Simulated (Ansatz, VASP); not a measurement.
**BN in VASP and in Ansatz**

File POSCAR:

```
BN
1.0
    0.0000000000      1.8130010000      1.8130010000
    1.8130010000      0.0000000000      1.8130010000
    1.8130010000      1.8130010000      0.0000000000
B N
1 1
Direct
   -0.0146257527      0.0146257527      0.0000000000
    0.7500000000      0.7500000000      0.7500000000
```

File INCAR.step1:

```
  PREC = Accurate
  ENCUT = 520
  ISMEAR = 0
  SIGMA = 0.05
  LREAL = F
  LASPH = T
  NELM = 60
  NBANDS = 11
  GGA = PE
  ALGO = Normal
  EDIFF = 1E-4
  LWAVE = T
  LCHARG = F
```

INCAR.step2

```
  PREC = Accurate
  ENCUT = 520
  EDIFF = 1E-7
  ISMEAR = 0
  SIGMA = 0.05
  LREAL = F
  LASPH = T
  NELM = 60
  ALGO = Normal
  ISIF = 2
  LWAVE = F
  LCHARG = F
  METAGGA = R2SCAN
  LMIXTAU = T
  NBANDS = 11
  ISTART = 1
```

File KPOINTS:

```
regular mesh
0
Gamma
  12 12 12
```

Input for Ansatz:

```yaml
crystal:
  lattice:
    - [0.0, 1.813001, 1.813001]
    - [1.813001, 0.0, 1.813001]
    - [1.813001, 1.813001, 0.0]
  atoms:
    - { symbol: B, position: [-0.0146257527, 0.0146257527, 0.0] }
    - { symbol: "N", position: [0.75, 0.75, 0.75] }
basis:
  ecutwfc: 500
kpoints:
  mp_grid: { grid: [12, 12, 12] }
hamiltonian:
  xc: r2scan
scf:
  occupations: { method: gaussian, width: 0.05 }
output:
  forces: true
  stress: true
  eigenvalues: true
```

Change from the starting cell: all B atoms moved +0.037 Å, as atom 1 along Cartesian [1 -1 0].

Alike in both runs: task single point; functional r2SCAN; k mesh 12 × 12 × 12; occupations gaussian, width 0.05 eV; no spin polarisation.

|  | VASP | Ansatz |
| --- | --- | --- |
| version | VASP 6.6.1 | Ansatz 0.2.0 |
| potentials or method | VASP PAW PBE potentials, release 64 (B, N), cutoff 520 eV | scalar-relativistic, plane waves, PAW |
| valence electrons in the cell | 8 | 8 |

```tsv
	VASP	Ansatz	Ansatz less VASP
gap on the k mesh at the Fermi level (eV)	4.62	4.64	+0.020
least direct gap on the mesh (eV)	8.91	8.94	+0.029
pressure (GPa)	-3.7	-4.8	-1.06
traceless stress, the component that is largest in VASP (GPa)	-0.43	-0.44	-0.008
rms of the force components (eV/Å)	0.514	0.513	-0.0011
```

VASP's potentials were made for PBE, not for r2SCAN. Atom by atom the forces differ by 0.001 eV/Å (rms over components). With one functional, cell and mesh, what is left measures potentials, basis and numerics.
